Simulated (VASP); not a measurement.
Set up this calculation in VASP 6.6.1, as the native input.

```yaml
Task: single point
Functional: LDA
Potentials_or_basis: VASP PAW LDA potentials, release 64 (Ti_sv)
Cutoff: 520 eV
k_mesh: 15 × 15 × 8
Occupations: fermi-dirac, width 0.05 eV
Spin: no spin polarisation
Dipole_correction: no
Further_INCAR_settings: ALGO = Normal; EDIFF = 1e-06; NBANDS = 19
```

The structure of Ti lies in POSCAR:

```
Ti
1.0
    2.8657848260      0.0000000000      0.0000000000
   -1.4328924130      2.4818424611      0.0000000000
    0.0000000000      0.0000000000      4.5295837646
Ti
2
Direct
    0.3333333333      0.6666666667      0.2500000000
    0.6666666667      0.3333333333      0.7500000000
```

One way to write it, as run:

INCAR

```
  PREC = Accurate
  ENCUT = 520
  EDIFF = 1E-6
  ISMEAR = -1
  SIGMA = 0.05
  LREAL = False
  LASPH = True
  NELM = 100
  ALGO = Normal
  ISIF = 2
  LWAVE = False
  LCHARG = False
  GGA = CA
  NBANDS = 19
```

KPOINTS

```
Automatic mesh
0
Gamma
  15 15 8
```

Potentials or basis: VASP PAW LDA potentials, release 64 (Ti_sv).

Command:

```sh
$ cat potpaw_LDA.64/Ti_sv/POTCAR > POTCAR
$ mpirun -np 1 vasp_std > vasp.out
```

It gave:

```json
{
  "Pressure": "-0.1 GPa",
  "Band gap on the k mesh": "zero (bands 12 and 13 overlap by 1.07 eV)"
}
```

Wall time 76 s on 1 thread of Intel Xeon 8259CL, with other jobs on the host, peak memory 0.18 GiB.
